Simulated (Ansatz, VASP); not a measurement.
Two plane-wave programs on Pt

File INCAR:

```
SYSTEM = Pt
  PREC = Accurate
  ENCUT = 520
  EDIFF = 1E-6
  ISMEAR = 0
  SIGMA = 0.15
  LREAL = .FALSE.
  LASPH = .TRUE.
  NELM = 60
  ALGO = Fast
  ISIF = 2
  LWAVE = .FALSE.
  LCHARG = .FALSE.
  GGA = CA
  NBANDS = 11
```

Contents of KPOINTS:

```
regular mesh
0
G
  20 20 20
  0 0 0
```

POSCAR

```
Pt
1.0
    0.0000000000      1.9468328700      1.8446241443
    2.0539086778      0.0000000000      1.8446241443
    2.0539086778      1.9468328700      0.0000000000
Pt
1
Direct
    0.0000000000      0.0000000000      0.0000000000
```

Input for Ansatz:

```yaml
crystal:
  lattice:
    - [0.0, 1.94683287, 1.8446241443]
    - [2.0539086778, 0.0, 1.8446241443]
    - [2.0539086778, 1.94683287, 0.0]
  atoms:
    - { symbol: Pt, position: [0.0, 0.0, 0.0] }
basis:
  ecutwfc: 420
kpoints:
  mp_grid: { grid: [20, 20, 20] }
hamiltonian:
  xc: lda
scf:
  occupations: { method: gaussian, width: 0.15 }
output:
  forces: true
  stress: true
  eigenvalues: true
```

Change from the starting cell: normal strain along x +0.0550, normal strain along z -0.0525.

Alike in both runs: task single point; functional LDA; k mesh 20 × 20 × 20; occupations gaussian, width 0.15 eV; no spin polarisation.

```csv
,VASP,Ansatz
version,VASP 6.6.1,Ansatz 0.2.0
potentials or method,"VASP PAW LDA potentials, release 64 (Pt), cutoff 520 eV","scalar-relativistic, plane waves, PAW"
valence electrons in the cell,10,18
```

|  | VASP | Ansatz | Ansatz less VASP |
| --- | --- | --- | --- |
| gap on the k mesh at the Fermi level (eV) | none | none | - |
| pressure (GPa) | 2.1 | 1.3 | -0.80 |
| traceless stress, the component that is largest in VASP (GPa) | -6.76 | -6.75 | +0.016 |

LDA's correlation is that of Perdew and Zunger in VASP and of Perdew and Wang (1992) in Ansatz. A gap of «none» marks a metal or a gap that the smearing closes. VASP's potentials hold 10 valence electrons a cell and Ansatz's 18, so a difference there can come from the potentials and not from the codes.

Spin-orbit coupling is off throughout.
